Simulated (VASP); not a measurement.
# SrTiO3 (ke600) (Pm-3m) in VASP: relaxation of cell and atoms with LDA

Aim: the relaxation of cell and atoms of SrTiO3 (ke600) with LDA.

Program: VASP 6.6.1. These are calculated values, not measurements. Logs are shortened: lines on timing, memory, paths and dates and some standing lists are left out, and cuts for length are marked.

## 1. The cell of the first run

The structure is cubic, space group Pm-3m (No. 221). Conventional cell: a = 3.854 Å, b = 3.854 Å, c = 3.854 Å, α = 90.00°, β = 90.00°, γ = 90.00°. Sr (site symmetry m-3m) has 12 O at 2.73 Å and 8 Ti at 3.34 Å within 3.6 Å. Within 2.6 Å of Ti (site symmetry m-3m) lie 6 O at 1.93 Å. Within 2.6 Å of O (site symmetry 4/mmm) lie 2 Ti at 1.93 Å.

## 2. Relaxation of cell and atoms, LDA

File INCAR:

```
SYSTEM = SrTiO3
PREC = Accurate
ENCUT = 600
EDIFF = 1E-6
ISMEAR = 0
SIGMA = 0.02
LREAL = .False.
LASPH = .True.
NELM = 60
ALGO = Normal
ISIF = 3
LWAVE = .False.
LCHARG = .False.
IBRION = 2
NSW = 100
EDIFFG = -0.002
```

File KPOINTS:

```
Automatic mesh
0
Gamma
  8 8 8
  0 0 0
```

File POSCAR:

```
SrTiO3
1.0
    3.8544292934      0.0000000000      0.0000000000
    0.0000000000      3.8544292934      0.0000000000
    0.0000000000      0.0000000000      3.8544292934
Sr Ti O
1 1 3
Direct
    0.0000000000      0.0000000000      0.0000000000
    0.5000000000      0.5000000000      0.5000000000
    0.5000000000      0.0000000000      0.5000000000
    0.5000000000      0.5000000000      0.0000000000
    0.0000000000      0.5000000000      0.5000000000
```

Potentials or basis: VASP PAW LDA potentials, release 64 (Sr_sv, Ti_sv, O).

Run with:

```bash
$ cat potpaw_LDA.64/Sr_sv/POTCAR potpaw_LDA.64/Ti_sv/POTCAR potpaw_LDA.64/O/POTCAR > POTCAR
$ mpirun -np 1 vasp_std > vasp.out
```

OUTCAR:

```text
SYSTEM = SrTiO3
   PREC = Accurate
   ENCUT = 600
   EDIFF = 1E-6
   ISMEAR = 0
   LREAL = .False.
   LASPH = .True.
   NELM = 60
   ISIF = 3
   IBRION = 2
   NSW = 100
   EDIFFG = -0.002

 ion  position               nearest neighbor table
   1  0.000  0.000  0.000-   3 2.73   4 2.73   5 2.73   3 2.73   5 2.73   4 2.73   5 2.73   5 2.73
                             3 2.73   4 2.73   3 2.73   4 2.73   2 3.34   2 3.34   2 3.34   2 3.34
   2  0.500  0.500  0.500-   3 1.93   4 1.93   5 1.93   4 1.93   3 1.93   5 1.93   1 3.34   1 3.34
                             1 3.34   1 3.34   1 3.34   1 3.34   1 3.34   1 3.34
   3  0.500  0.000  0.500-   2 1.93   2 1.93   1 2.73   1 2.73   1 2.73   1 2.73
   4  0.500  0.500  0.000-   2 1.93   2 1.93   1 2.73   1 2.73   1 2.73   1 2.73
   5  0.000  0.500  0.500-   2 1.93   2 1.93   1 2.73   1 2.73   1 2.73   1 2.73

  LATTYP: Found a simple cubic cell.
 ALAT       =     3.8544292934

  Lattice vectors:

 A1 = (   3.8544292934,   0.0000000000,   0.0000000000)
 A2 = (   0.0000000000,   3.8544292934,   0.0000000000)
 A3 = (   0.0000000000,   0.0000000000,   3.8544292934)

Analysis of symmetry for initial positions (statically):
=====================================================================
 Subroutine PRICEL returns:
 Original cell was already a primitive cell.

 Routine SETGRP: Setting up the symmetry group for a
 simple cubic supercell.

 Subroutine GETGRP returns: Found 48 space group operations
 (whereof 48 operations were pure point group operations)
 out of a pool of 48 trial point group operations.

The static configuration has the point symmetry O_h .

Analysis of symmetry for dynamics (positions and initial velocities):
=====================================================================
 Subroutine PRICEL returns:
 Original cell was already a primitive cell.

 Routine SETGRP: Setting up the symmetry group for a
 simple cubic supercell.

 Subroutine GETGRP returns: Found 48 space group operations
 (whereof 48 operations were pure point group operations)
 out of a pool of 48 trial point group operations.

The dynamic configuration has the point symmetry O_h .

 Subroutine INISYM returns: Found 48 space group operations
 (whereof 48 operations are pure point group operations),
 and found     1 'primitive' translations

----------------------------------------------------------------------------------------

                                     Primitive cell

  volume of cell :      57.2638

  direct lattice vectors                    reciprocal lattice vectors
     3.854429293  0.000000000  0.000000000     0.259441781  0.000000000  0.000000000
     0.000000000  3.854429293  0.000000000     0.000000000  0.259441781  0.000000000
     0.000000000  0.000000000  3.854429293     0.000000000  0.000000000  0.259441781

  length of vectors
     3.854429293  3.854429293  3.854429293     0.259441781  0.259441781  0.259441781

  position of ions in fractional coordinates (direct lattice)
     0.000000000  0.000000000  0.000000000
     0.500000000  0.500000000  0.500000000
     0.500000000  0.000000000  0.500000000
     0.500000000  0.500000000  0.000000000
     0.000000000  0.500000000  0.500000000

  ion indices of the primitive-cell ions
   primitive index   ion index
                 1           1
                 2           2
                 3           3
                 4           4
                 5           5

----------------------------------------------------------------------------------------

 KPOINTS: Automatic mesh

Automatic generation of k-mesh.
 Grid dimensions read from file:
 generate k-points for:    8    8    8

 Generating k-lattice:

  Cartesian coordinates                     Fractional coordinates (reciprocal lattice)
     0.032430223  0.000000000  0.000000000     0.125000000  0.000000000  0.000000000
     0.000000000  0.032430223  0.000000000     0.000000000  0.125000000  0.000000000
     0.000000000  0.000000000  0.032430223     0.000000000  0.000000000  0.125000000

  Length of vectors
     0.032430223  0.032430223  0.032430223

  Shift w.r.t. Gamma in fractional coordinates (k-lattice)
     0.000000000  0.000000000  0.000000000

 Subroutine IBZKPT returns following result:
 ===========================================

 Found     35 irreducible k-points:

 Following reciprocal coordinates:
            Coordinates               Weight
  0.000000  0.000000  0.000000      1.000000
  0.125000  0.000000  0.000000      6.000000
  0.250000  0.000000  0.000000      6.000000
  0.375000  0.000000  0.000000      6.000000
  0.500000  0.000000  0.000000      3.000000
  0.125000  0.125000  0.000000     12.000000
[... 16 lines left out ...]
  0.375000  0.375000  0.125000     24.000000
  0.500000  0.375000  0.125000     24.000000
 [... further k-points ...]
   k-points           NKPTS =     35   k-points in BZ     NKDIM =     35   number of bands    NBANDS=     24
   number of dos      NEDOS =    301   number of ions     NIONS =      5
   total plane-waves  NPLWV =  32768
   dimension x,y,z NGX =    32 NGY =   32 NGZ =   32
   dimension x,y,z NGXF=    64 NGYF=   64 NGZF=   64
   ions per type =               1   1   3
   NGX,Y,Z   is equivalent  to a cutoff of  13.80, 13.80, 13.80 a.u.
   NGXF,Y,Z  is equivalent  to a cutoff of  27.60, 27.60, 27.60 a.u.
 SYSTEM =  SrTiO3
   PREC   = accura    normal or accurate (medium, high low for compatibility)
   ISTART =      0    job   : 0-new  1-cont  2-samecut
   ICHARG =      2    charge: 1-file 2-atom 10-const
   ISPIN  =      1    spin polarized calculation?
   LNONCOLLINEAR =      F non collinear calculations
   LSORBIT =      F    spin-orbit coupling
   LASPH  =      T    aspherical Exc in radial PAW
   ENCUT  =  600.0 eV  44.10 Ry    6.64 a.u.   7.70  7.70  7.70*2*pi/ulx,y,z
   NELM   =     60;   NELMIN=  2; NELMDL= -5     # of ELM steps
   EDIFF  = 0.1E-05   stopping-criterion for ELM
   LREAL  =      F    real-space projection
   EDIFFG = -.2E-02   stopping-criterion for IOM
   NSW    =    100    number of steps for IOM
   IBRION =      2    ionic relax: 0-MD 1-quasi-New 2-CG
   NFREE  =      1    steps in history (QN), initial steepest desc. (CG)
   ISIF   =      3    stress and relaxation
   ISYM   =      2    0-nonsym 1-usesym 2-fastsym
   POTIM  = 0.5000    time-step for ionic-motion
   TEBEG  =    0.0;   TEEND  =   0.0 temperature during run
   PSTRESS=    0.0 pullay stress
   NELECT =      40.0000    total number of electrons
   NUPDOWN=      -1.0000    fix difference up-down
   EMIN   =  10.00;   EMAX   =-10.00  energy-range for DOS
   EFERMI =   0.00;   METHOD = LEGACY
   ISMEAR =     0;   SIGMA  =   0.02  broadening in eV -4-tet -1-fermi 0-gaus
   EFERMI_NEDOS =   21; number of points for ismear=-14 and -15
   IALGO  =     38    algorithm
   IMIX   =      4    mixing-type and parameters
     AMIX     =   0.40;   BMIX     =  1.00
     AMIX_MAG =   1.60;   BMIX_MAG =  1.00
  volume/ion in A,a.u.               =      11.45        77.29
  Fermi-wavevector in a.u.,A,eV,Ry     =   1.452562  2.744945 28.707436  2.109937
  Thomas-Fermi vector in A             =   2.569930
   LORBIT       =      0    0 simple, 1 ext, 2 COOP (PROOUT), +10 PAW based schemes
   GGA     = CA    functional components
   LHFCALC =     F    Hartree Fock is set to
   AEXX    =    0.0000 exact exchange contribution
   IVDW    =     0    specifies the selected vdW correction
   LEPSILON=     F    determine dielectric tensor
   LRPA    =     F    only Hartree local field effects (RPA)
 conjugate gradient relaxation of ions
 non-spin polarized calculation
 Gauss-broadening in eV      SIGMA  =   0.02
  energy-cutoff  :      600.00
  volume of cell :       57.26
 maximum number of plane-waves:      1936
 NGX is ok and might be reduce to    32
   NGX = 15   NGY = 15   NGZ = 15

--------------------------------------- Ionic step        1  -------------------------------------------

 number of electron      39.9999999 magnetization

 Free energy of the ion-electron system (eV)
  ---------------------------------------------------
  ext. energy  EPLUGINS =         0.00000000
  ---------------------------------------------------
  free energy    TOTEN  =       -44.18338204 eV

  energy without entropy =      -44.18338204  energy(sigma->0) =      -44.18338204

------------------------ aborting loop because EDIFF is reached ----------------------------------------

  FORCE on cell =-STRESS in cart. coord.  units (eV):
  Direction    XX          YY          ZZ          XY          YZ          ZX
  --------------------------------------------------------------------------------------
  -------------------------------------------------------------------------------------
  Total        0.2889681      0.2889681      0.2889681     -0.0000000     -0.0000000      0.0000000
  in kB        8.0850032      8.0850032      8.0850032     -0.0000000     -0.0000000      0.0000000
  external PRESSURE =       8.0850032 kB  Pullay stress =       0.0000000 kB

 VOLUME and BASIS-vectors are now :
 -----------------------------------------------------------------------------
  energy-cutoff  :      600.00
  volume of cell :       57.26
      direct lattice vectors                 reciprocal lattice vectors
     3.854429293  0.000000000  0.000000000     0.259441781  0.000000000  0.000000000
     0.000000000  3.854429293  0.000000000     0.000000000  0.259441781  0.000000000
     0.000000000  0.000000000  3.854429293     0.000000000  0.000000000  0.259441781
[... 40 lines left out ...]
 POSITION                                       TOTAL-FORCE (eV/Angst)
 -----------------------------------------------------------------------------------
      0.00000      0.00000      0.00000        -0.000000     -0.000000      0.000000
      1.93259      1.93259      1.93259         0.000000     -0.000000      0.000000
      1.93259     -0.00000      1.93259        -0.000000      0.000000      0.000000
      1.93259      1.93259      0.00000        -0.000000     -0.000000      0.000000
      0.00000      1.93259      1.93259         0.000000     -0.000000      0.000000
 -----------------------------------------------------------------------------------
    total drift:                                0.000000     -0.000000     -0.000000

  FREE ENERGIE OF THE ION-ELECTRON SYSTEM (eV)
  ---------------------------------------------------
  free  energy   TOTEN  =       -44.1834279118 eV

  energy  without entropy=      -44.1834279118  energy(sigma->0) =      -44.18342791

--------------------------------------- Ionic step        3  -------------------------------------------

 number of electron      39.9999996 magnetization

 Free energy of the ion-electron system (eV)
  ---------------------------------------------------
  ext. energy  EPLUGINS =         0.00000000
  ---------------------------------------------------
  free energy    TOTEN  =       -44.18403108 eV

  energy without entropy =      -44.18403108  energy(sigma->0) =      -44.18403108

 E-fermi :   4.3062     XC(G=0): -11.9774

 val. band max:        4.1696977870   @ k =   0.5000   0.5000   0.5000
 cond. band min:       5.9792288604   @ k =   0.0000   0.0000   0.0000
 fundamental gap:      1.8095310735
 Fermi energy:         4.3061582417

 k-point     1 :       0.0000    0.0000    0.0000
  band No.  band energies     occupation
      1     -51.4157      2.00000
      2     -28.2219      2.00000
      3     -28.0933      2.00000
      4     -28.0933      2.00000
      5     -28.0933      2.00000
      6     -13.0885      2.00000
[... 16 lines left out ...]
     23       5.9792      0.00000
     24       8.7437      0.00000
[... 598 lines left out ...]
      2     -28.2216      2.00000
      3     -28.1634      2.00000
      4     -28.1226      2.00000
      5     -28.0992      2.00000
      6     -12.5814      2.00000
[... 16 lines left out ...]
     23       8.4595      0.00000
     24      10.2828      0.00000

 [... further k-points ...]
[... 5 lines left out ...]
  --------------------------------------------------------------------------------------
  -------------------------------------------------------------------------------------
  Total       -0.0065866     -0.0065866     -0.0065866     -0.0000000      0.0000000      0.0000000
  in kB       -0.1834911     -0.1834911     -0.1834911     -0.0000000      0.0000000      0.0000000
  external PRESSURE =      -0.1834911 kB  Pullay stress =       0.0000000 kB

 VOLUME and BASIS-vectors are now :
 -----------------------------------------------------------------------------
  energy-cutoff  :      600.00
  volume of cell :       57.51
      direct lattice vectors                 reciprocal lattice vectors
     3.859975611  0.000000000  0.000000000     0.259068994  0.000000000 -0.000000000
    -0.000000000  3.859975611  0.000000000    -0.000000000  0.259068994  0.000000000
     0.000000000 -0.000000000  3.859975611    -0.000000000 -0.000000000  0.259068994

 POSITION                                       TOTAL-FORCE (eV/Angst)
 -----------------------------------------------------------------------------------
      0.00000      0.00000      0.00000        -0.000000      0.000000      0.000000
      1.92999      1.92999      1.92999         0.000000     -0.000000      0.000000
      1.92999     -0.00000      1.92999        -0.000000     -0.000000      0.000000
      1.92999      1.92999      0.00000        -0.000000      0.000000      0.000000
      0.00000      1.92999      1.92999         0.000000     -0.000000      0.000000
 -----------------------------------------------------------------------------------
    total drift:                                0.000000     -0.000000     -0.000000

  FREE ENERGIE OF THE ION-ELECTRON SYSTEM (eV)
  ---------------------------------------------------
  free  energy   TOTEN  =       -44.1840310763 eV

  energy  without entropy=      -44.1840310763  energy(sigma->0) =      -44.18403108

 reached required accuracy - stopping structural energy minimisation
```

Wall time 41 s (1 thread of Intel Xeon 6975P-C (Granite Rapids), shared host); peak memory 0.19 GiB.

What came out:

```
Free energy                            : -44.1840 eV
Relaxed volume                         : 11.50 Å³/atom
Relaxed cell                           : a = 3.860 Å, b = 3.860 Å, c = 3.860 Å, α = 90.00°, β = 90.00°, γ = 90.00°
Space group after relaxing (to 0.05 Å) : Pm-3m (No. 221)
Energy gained by relaxing              : 0.1 meV/atom
Ionic steps                            : 3
Pressure after relaxing                : 0.0 GPa
Band gap on the k mesh                 : 1.81 eV, indirect (least direct gap 2.15 eV)
```

The path:
| step | energy change (eV) | largest force (eV/Å) | pressure (GPa) | volume (Å³) |
| --- | --- | --- | --- | --- |
| 1 | 0.0000 | 0.0000 | 0.81 | 57.26 |
| 2 | 0.0000 | 0.0000 | -0.81 | 57.74 |
| 3 | -0.0006 | 0.0000 | -0.02 | 57.51 |

Final structure:
```
Sr Ti O
1.0
     3.85998    0.00000    0.00000
     0.00000    3.85998    0.00000
     0.00000    0.00000    3.85998
Sr Ti O
1 1 3
Direct
  0.00000 0.00000 0.00000
  0.50000 0.50000 0.50000
  0.50000 0.00000 0.50000
  0.50000 0.50000 0.00000
  0.00000 0.50000 0.50000
```
